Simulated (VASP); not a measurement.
# Co (P6/mmm) in VASP: further runs

Runs on Co. Level: PBE. Tasks: relaxation of shape and atoms at fixed volume.

Program: VASP 6.6.1. These are calculated values, not measurements. Logs are shortened: lines on timing, memory, paths and dates and some standing lists are left out, and cuts for length are marked.

### Step 1. The cell of the first run

Symmetry: P6/mmm, No. 191, hexagonal system. Conventional cell: a = 1.969 Å, b = 1.969 Å, c = 1.862 Å, α = 90.00°, β = 90.00°, γ = 120.00°. Co (site symmetry 6/mmm) has 8 Co at 1.86 to 1.97 Å within 2.5 Å.

This isn't the form of Co at room conditions, which is hcp.

### Step 2. Relaxation of shape and atoms at fixed volume, PBE, collinear spin, ferromagnetic start

Contents of INCAR:

```
  PREC = Accurate
  ENCUT = 600
  EDIFF = 1E-6
  ISMEAR = -1
  SIGMA = 0.1
  LREAL = F
  LASPH = T
  NELM = 150
  ALGO = Normal
  ISIF = 4
  LWAVE = F
  LCHARG = F
  ISPIN = 2
  MAGMOM = 1.7
  LORBIT = 11
  LMAXMIX = 4
  GGA = PE
  IBRION = 2
  NSW = 50
  EDIFFG = -0.005
```

Contents of KPOINTS:

```
Automatic mesh
0
Gamma
  18 18 17
```

Contents of POSCAR:

```
Co
1.0
    1.9689241634      0.0000000000      0.0000000000
   -0.9844620817      1.7051383436      0.0000000000
    0.0000000000      0.0000000000      1.8619154476
Co
1
Direct
    0.0000000000      0.0000000000      0.0000000000
```

Potentials or basis: VASP PAW PBE potentials, release 64 (Co).

Launch:

```
> cat potpaw_PBE.64/Co/POTCAR > POTCAR
> mpirun -np 1 vasp_std > vasp.out
```

OUTCAR:

```text
PREC = Accurate
   ENCUT = 600
   EDIFF = 1E-6
   ISMEAR = -1
   LREAL = F
   LASPH = T
   NELM = 150
   ISIF = 4
   ISPIN = 2
   LORBIT = 11
   GGA = PE
   IBRION = 2
   NSW = 50
   EDIFFG = -0.005

 ion  position               nearest neighbor table
   1  0.000  0.000  0.000-

  LATTYP: Found a hexagonal cell.
 ALAT       =     1.9689241634
 C/A-ratio  =     0.9456511745

  Lattice vectors:

 A1 = (   1.9689241634,   0.0000000000,   0.0000000000)
 A2 = (  -0.9844620817,   1.7051383436,   0.0000000000)
 A3 = (   0.0000000000,   0.0000000000,   1.8619154476)

Analysis of symmetry for initial positions (statically):
=====================================================================
 Subroutine PRICEL returns:
 Original cell was already a primitive cell.

 Routine SETGRP: Setting up the symmetry group for a
 hexagonal supercell.

 Subroutine GETGRP returns: Found 24 space group operations
 (whereof 24 operations were pure point group operations)
 out of a pool of 24 trial point group operations.

The static configuration has the point symmetry D_6h.

Analysis of symmetry for dynamics (positions and initial velocities):
=====================================================================
 Subroutine PRICEL returns:
 Original cell was already a primitive cell.

 Routine SETGRP: Setting up the symmetry group for a
 hexagonal supercell.

 Subroutine GETGRP returns: Found 24 space group operations
 (whereof 24 operations were pure point group operations)
 out of a pool of 24 trial point group operations.

The dynamic configuration has the point symmetry D_6h.

Analysis of structural, dynamic, and magnetic symmetry:
=====================================================================
 Subroutine PRICEL returns:
 Original cell was already a primitive cell.

 Routine SETGRP: Setting up the symmetry group for a
 hexagonal supercell.

 Subroutine GETGRP returns: Found 24 space group operations
 (whereof 24 operations were pure point group operations)
 out of a pool of 24 trial point group operations.

The overall configuration has the point symmetry D_6h.

 Subroutine INISYM returns: Found 24 space group operations
 (whereof 24 operations are pure point group operations),
 and found     1 'primitive' translations

----------------------------------------------------------------------------------------

                                     Primitive cell

  volume of cell :       6.2510

  direct lattice vectors                    reciprocal lattice vectors
     1.968924163  0.000000000  0.000000000     0.507891578  0.293231339  0.000000000
    -0.984462082  1.705138344  0.000000000     0.000000000  0.586462678  0.000000000
     0.000000000  0.000000000  1.861915448     0.000000000  0.000000000  0.537081317

  length of vectors
     1.968924163  1.968924163  1.861915448     0.586462678  0.586462678  0.537081317

  position of ions in fractional coordinates (direct lattice)
     0.000000000  0.000000000  0.000000000

  ion indices of the primitive-cell ions
   primitive index   ion index
                 1           1

----------------------------------------------------------------------------------------

 KPOINTS: Automatic mesh

Automatic generation of k-mesh.
 Grid dimensions read from file:
 generate k-points for:   18   18   17

 Generating k-lattice:

  Cartesian coordinates                     Fractional coordinates (reciprocal lattice)
     0.028216199  0.016290630  0.000000000     0.055555556  0.000000000  0.000000000
     0.000000000  0.032581260  0.000000000     0.000000000  0.055555556  0.000000000
     0.000000000  0.000000000  0.031593019     0.000000000  0.000000000  0.058823529

  Length of vectors
     0.032581260  0.032581260  0.031593019

  Shift w.r.t. Gamma in fractional coordinates (k-lattice)
     0.000000000  0.000000000  0.000000000

 Subroutine IBZKPT returns following result:
 ===========================================

 Found    333 irreducible k-points:

 Following reciprocal coordinates:
            Coordinates               Weight
  0.000000  0.000000  0.000000      1.000000
  0.055556 -0.000000  0.000000      6.000000
  0.111111 -0.000000  0.000000      6.000000
  0.166667 -0.000000  0.000000      6.000000
  0.222222  0.000000  0.000000      6.000000
  0.277778  0.000000  0.000000      6.000000
[... 16 lines left out ...]
  0.333333  0.111111  0.000000     12.000000
  0.388889  0.111111  0.000000     12.000000
 [... further k-points ...]
   k-points           NKPTS =    333   k-points in BZ     NKDIM =    333   number of bands    NBANDS=      9
   number of dos      NEDOS =    301   number of ions     NIONS =      1
   total plane-waves  NPLWV =   4096
   dimension x,y,z NGX =    16 NGY =   16 NGZ =   16
   dimension x,y,z NGXF=    32 NGYF=   32 NGZF=   32
   ions per type =               1
   NGX,Y,Z   is equivalent  to a cutoff of  13.51, 13.51, 14.29 a.u.
   NGXF,Y,Z  is equivalent  to a cutoff of  27.02, 27.02, 28.57 a.u.
 SYSTEM =  unknown system
   PREC   = accura    normal or accurate (medium, high low for compatibility)
   ISTART =      0    job   : 0-new  1-cont  2-samecut
   ICHARG =      2    charge: 1-file 2-atom 10-const
   ISPIN  =      2    spin polarized calculation?
   LNONCOLLINEAR =      F non collinear calculations
   LSORBIT =      F    spin-orbit coupling
   LASPH  =      T    aspherical Exc in radial PAW
   ENCUT  =  600.0 eV  44.10 Ry    6.64 a.u.   3.93  3.93  3.72*2*pi/ulx,y,z
   NELM   =    150;   NELMIN=  2; NELMDL= -5     # of ELM steps
   EDIFF  = 0.1E-05   stopping-criterion for ELM
   LREAL  =      F    real-space projection
   EDIFFG = -.5E-02   stopping-criterion for IOM
   NSW    =     50    number of steps for IOM
   IBRION =      2    ionic relax: 0-MD 1-quasi-New 2-CG
   NFREE  =      1    steps in history (QN), initial steepest desc. (CG)
   ISIF   =      4    stress and relaxation
   ISYM   =      2    0-nonsym 1-usesym 2-fastsym
   POTIM  = 0.5000    time-step for ionic-motion
   TEBEG  =    0.0;   TEEND  =   0.0 temperature during run
   PSTRESS=    0.0 pullay stress
   NELECT =       9.0000    total number of electrons
   NUPDOWN=      -1.0000    fix difference up-down
   EMIN   =  10.00;   EMAX   =-10.00  energy-range for DOS
   EFERMI =   0.00;   METHOD = LEGACY
   ISMEAR =    -1;   SIGMA  =   0.10  broadening in eV -4-tet -1-fermi 0-gaus
   EFERMI_NEDOS =   21; number of points for ismear=-14 and -15
   IALGO  =     38    algorithm
   IMIX   =      4    mixing-type and parameters
     AMIX     =   0.40;   BMIX     =  1.00
     AMIX_MAG =   1.60;   BMIX_MAG =  1.00
  volume/ion in A,a.u.               =       6.25        42.18
  Fermi-wavevector in a.u.,A,eV,Ry     =   1.848585  3.493320 46.494745  3.417267
  Thomas-Fermi vector in A             =   2.899170
   LORBIT       =     11    0 simple, 1 ext, 2 COOP (PROOUT), +10 PAW based schemes
   GGA     = PE    functional components
   LHFCALC =     F    Hartree Fock is set to
   AEXX    =    0.0000 exact exchange contribution
   IVDW    =     0    specifies the selected vdW correction
   LEPSILON=     F    determine dielectric tensor
   LRPA    =     F    only Hartree local field effects (RPA)
 conjugate gradient relaxation of ions
 spin polarized calculation
  energy-cutoff  :      600.00
  volume of cell :        6.25
 maximum number of plane-waves:       219
 NGX is ok and might be reduce to    16
   NGX =  7   NGY =  7   NGZ =  7

--------------------------------------- Ionic step        1  -------------------------------------------

 number of electron       8.9999996 magnetization      -0.0006782

 number of electron       8.9999996 magnetization       0.0005986

 Free energy of the ion-electron system (eV)
  ---------------------------------------------------
  ext. energy  EPLUGINS =         0.00000000
  ---------------------------------------------------
  free energy    TOTEN  =        -2.24399196 eV

  energy without entropy =       -2.20745151  energy(sigma->0) =       -2.22572174

------------------------ aborting loop because EDIFF is reached ----------------------------------------

  FORCE on cell =-STRESS in cart. coord.  units (eV):
  Direction    XX          YY          ZZ          XY          YZ          ZX
  --------------------------------------------------------------------------------------
  -------------------------------------------------------------------------------------
  Total       18.1510123     18.1510123     16.7497846     -0.0000000     -0.0000000      0.0000000
  in kB     4652.2481205   4652.2481204   4293.1023666     -0.0000000     -0.0000000      0.0000000
  external PRESSURE =    4532.5328692 kB  Pullay stress =       0.0000000 kB
[... 96 lines left out ...]
--------------------------------------- Ionic step        4  -------------------------------------------

 number of electron       9.0000000 magnetization      -0.0000007

 number of electron       9.0000000 magnetization       0.0000012

 Free energy of the ion-electron system (eV)
  ---------------------------------------------------
  ext. energy  EPLUGINS =         0.00000000
  ---------------------------------------------------
  free energy    TOTEN  =        -2.25105522 eV

  energy without entropy =       -2.21445009  energy(sigma->0) =       -2.23275266

 E-fermi :  21.4311     XC(G=0): -16.9195

 val. band max:       21.4257136186   @ k =   0.1667   0.0556   0.1765
 cond. band min:      21.4511023397   @ k =   0.2222   0.1111   0.0588
 fundamental gap:      0.0253887211
 Fermi energy:        21.4311276045

 spin component 1

 k-point     1 :       0.0000    0.0000    0.0000
  band No.  band energies     occupation
      1       8.7429      1.00000
      2      13.1949      1.00000
      3      17.4362      1.00000
      4      17.4362      1.00000
      5      22.7621      0.00000
      6      22.7621      0.00000
      7      48.0862      0.00000
      8      50.8746      0.00000
      9      58.3998      0.00000
[... 265 lines left out ...]
 k-point    24 :       0.3889    0.1111    0.0000
  band No.  band energies     occupation
      1      12.6562      1.00000
      2      14.9873      1.00000
      3      18.7150      1.00000
      4      19.8785      1.00000
      5      21.9214      0.00737
      6      24.4023      0.00000
      7      34.3507      0.00000
      8      43.0706      0.00000
      9      56.7149      0.00000

 [... further k-points ...]

 spin component 2

 k-point     1 :       0.0000    0.0000    0.0000
  band No.  band energies     occupation
      1       8.7429      1.00000
      2      13.1949      1.00000
      3      17.4362      1.00000
      4      17.4362      1.00000
      5      22.7621      0.00000
      6      22.7621      0.00000
      7      48.0862      0.00000
      8      50.8746      0.00000
      9      58.3998      0.00000
[... 304 lines left out ...]
  FREE ENERGIE OF THE ION-ELECTRON SYSTEM (eV)
  ---------------------------------------------------
  free  energy   TOTEN  =        -2.2510552226 eV

  energy  without entropy=       -2.2144500910  energy(sigma->0) =       -2.23275266

 reached required accuracy - stopping structural energy minimisation

 total charge

# of ion       s       p       d       tot
------------------------------------------
    1        0.839   1.131   8.193  10.162

 magnetization (x)

# of ion       s       p       d       tot
------------------------------------------
    1        0.000  -0.000  -0.000  -0.000
```

Wall time 95 s (1 thread of Intel Xeon 8259CL, shared host); peak memory 0.16 GiB.

What came out:

```yaml
Free_energy: -2.2511 eV
Energy_gained_by_relaxing: 7.1 meV/atom
Ionic_steps: 4
Pressure_after_relaxing: 452.2 GPa
Net_moment: 0.00 μB per cell
```

The path:
| step | energy change (eV) | largest force (eV/Å) | pressure (GPa) | volume (Å³) |
| --- | --- | --- | --- | --- |
| 1 | 0.0000 | 0.0000 | 453.25 | 6.25 |
| 2 | 0.0792 | 0.0000 | 451.03 | 6.25 |
| 3 | -0.0071 | 0.0000 | 452.18 | 6.25 |
| 4 | -0.0071 | 0.0000 | 452.16 | 6.25 |

Final structure:
```cif
data_structure
_symmetry_space_group_name_H-M 'P 1'
_symmetry_Int_Tables_number 1
_cell_length_a 1.9789
_cell_length_b 1.9789
_cell_length_c 1.8433
_cell_angle_alpha 90.000
_cell_angle_beta 90.000
_cell_angle_gamma 120.000
_cell_volume 6.25
loop_
_atom_site_label
_atom_site_type_symbol
_atom_site_fract_x
_atom_site_fract_y
_atom_site_fract_z
_atom_site_occupancy
Co1 Co 0.00000 0.00000 0.00000 1
```

Levels at points of the mesh, in eV from the Fermi level:
Spin up:
```
           k point  band 1  band 2  band 3  band 4  band 5  band 6  band 7  band 8  band 9
(0.00, 0.00, 0.00)  -12.69   -8.24   -3.99   -3.99    1.33    1.33   26.66   29.44   36.97
(0.50, 0.00, 0.00)   -9.44   -6.42   -1.74   -0.83    0.72    1.56   12.34   24.39   35.11
```
Spin down:
```csv
k point,band 1,band 2,band 3,band 4,band 5,band 6,band 7,band 8,band 9
"(0.00, 0.00, 0.00)",-12.69,-8.24,-3.99,-3.99,1.33,1.33,26.66,29.44,36.97
"(0.50, 0.00, 0.00)",-9.44,-6.42,-1.74,-0.83,0.72,1.56,12.34,24.39,35.11
```

Caveat: atoms lie so close that the PAW spheres overlap strongly, which falsifies energies and pressures.

### Step 3. Relaxation of shape and atoms at fixed volume, PBE, collinear spin, ferromagnetic start

This run uses another cell than the first one, of 7.21 Å³/atom.

Contents of INCAR:

```
SYSTEM = Co
ALGO = Normal
EDIFF = 1E-6
EDIFFG = -0.005
ENCUT = 600
GGA = PE
IBRION = 2
ISIF = 4
ISMEAR = -1
ISPIN = 2
LASPH = .True.
LCHARG = .False.
LMAXMIX = 4
LORBIT = 11
LREAL = .False.
LWAVE = .False.
MAGMOM = 1.7
NELM = 150
NSW = 50
PREC = Accurate
SIGMA = 0.1
```

Contents of KPOINTS:

```
k-points
0
Gamma
  18 18 17
  0 0 0
```

Contents of POSCAR:

```
Co
1.0
    2.0651184073      0.0000000000      0.0000000000
   -1.0325592036      1.7884450025      0.0000000000
    0.0000000000      0.0000000000      1.9528816473
Co
1
Direct
    0.0000000000      0.0000000000      0.0000000000
```

Potentials or basis: VASP PAW PBE potentials, release 64 (Co).

Launch:

```
> cat potpaw_PBE.64/Co/POTCAR > POTCAR
> mpirun -np 1 vasp_std > vasp.out
```

Wall time 71 s (1 thread of Intel Xeon 8259CL, shared host); peak memory 0.16 GiB.

The run converged. Its results:

| Quantity | Value |
| --- | --- |
| Free energy | -4.2984 eV |
| Energy gained by relaxing | 2.0 meV/atom |
| Ionic steps | 3 |
| Pressure after relaxing | 249.4 GPa |
| Net moment | 0.00 μB per cell |

Stress tensor (GPa, compression positive):
```
249.42   0.00   0.00
  0.00 249.42   0.00
  0.00   0.00 249.30
```

Step by step:
| step | energy change (eV) | largest force (eV/Å) | pressure (GPa) | volume (Å³) |
| --- | --- | --- | --- | --- |
| 1 | 0.0000 | 0.0000 | 249.86 | 7.21 |
| 2 | 0.0114 | 0.0000 | 248.90 | 7.21 |
| 3 | -0.0020 | 0.0000 | 249.38 | 7.21 |

Final structure:
```
CELL_PARAMETERS angstrom
2.07120 0.00000 0.00000
-1.03560 1.79372 0.00000
0.00000 0.00000 1.94142
ATOMIC_POSITIONS crystal
Co 0.00000 0.00000 0.00000
```

Levels at points of the mesh, in eV from the Fermi level:
Spin up:
| k point | band 1 | band 2 | band 3 | band 4 | band 5 | band 6 | band 7 | band 8 |
| --- | --- | --- | --- | --- | --- | --- | --- | --- |
| (0.00, 0.00, 0.00) | -11.64 | -6.77 | -3.21 | -3.21 | 1.09 | 1.09 | 26.04 | 26.95 |
| (0.50, 0.00, 0.00) | -7.84 | -5.37 | -1.42 | -0.77 | 0.58 | 1.31 | 10.57 | 22.58 |
Spin down:
```tsv
k point	band 2	band 3	band 4	band 5	band 6	band 7
(0.00, 0.00, 0.00)	-6.77	-3.21	-3.21	1.09	1.09	26.04
(0.50, 0.00, 0.00)	-5.37	-1.42	-0.77	0.58	1.31	10.57
```
